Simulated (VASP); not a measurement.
Wanted: the native input for a VASP 6.6.1 run.

```yaml
Task: single point
Functional: PBEsol
Potentials_or_basis: VASP PAW PBE potentials, release 64 (Ga_d, Al, N)
Cutoff: 520 eV
k_mesh: 4 × 4 × 1
Occupations: gaussian, width 0.05 eV
Spin: no spin polarisation
Dipole_correction: no
Further_INCAR_settings: ALGO = Normal; EDIFF = 1e-07; NBANDS = 41
```

The structure of Al5GaN6 (an interface model) lies in POSCAR:

```
Al5GaN6
1.0
    2.1888610000     -2.1888610000      0.0000000000
    0.0000000000      2.1888610000     -2.1888610000
    8.8256770000      8.8256770000      8.8256770000
Ga Al N
1 5 6
Direct
    0.9814790000      0.9746050000      0.9967050000
    0.0097610000      0.0178300000      0.5045700000
    0.3105750000      0.6548680000      0.1734350000
    0.3457630000      0.6667850000      0.6662250000
    0.6564270000      0.3269790000      0.3365670000
    0.6642280000      0.3275290000      0.8329380000
    0.9917740000      0.0048670000      0.1302480000
    0.0081750000      0.9961120000      0.6311610000
    0.3185850000      0.6529300000      0.2947720000
    0.3460030000      0.6662930000      0.7949230000
    0.6463780000      0.3444800000      0.4571440000
    0.6395070000      0.3391050000      0.9559190000
```

These files were run (other wordings do the same):

INCAR

```
  ALGO = Normal
  EDIFF = 1E-7
  ENCUT = 520
  GGA = PS
  ISIF = 2
  ISMEAR = 0
  LASPH = True
  LCHARG = True
  LELF = True
  LREAL = False
  LVHAR = True
  LWAVE = False
  NBANDS = 41
  NELM = 100
  PREC = Accurate
  SIGMA = 0.05
```

KPOINTS

```
k-points
0
Gamma
  4 4 1
```

Potentials or basis: VASP PAW PBE potentials, release 64 (Ga_d, Al, N).

Launch:

```bash
$ cat potpaw_PBE.64/Ga_d/POTCAR potpaw_PBE.64/Al/POTCAR potpaw_PBE.64/N/POTCAR > POTCAR
$ mpirun -np 1 vasp_std > vasp.out
```

Results of the run:

| Property | Result |
| --- | --- |
| Pressure | 2.3 GPa |
| Largest force | 2.682 eV/Å |
| Band gap on the k mesh | 2.00 eV, indirect (least direct gap 2.70 eV) |

Caveat: the k points lie up to 0.59 Å⁻¹ apart; the PAW data sets were made with another functional, which shifts forces and pressure a little.

It took 67 s on 1 thread of AMD EPYC 7R13 Processor (Zen 3), with other jobs on the host, peak memory 0.23 GiB.
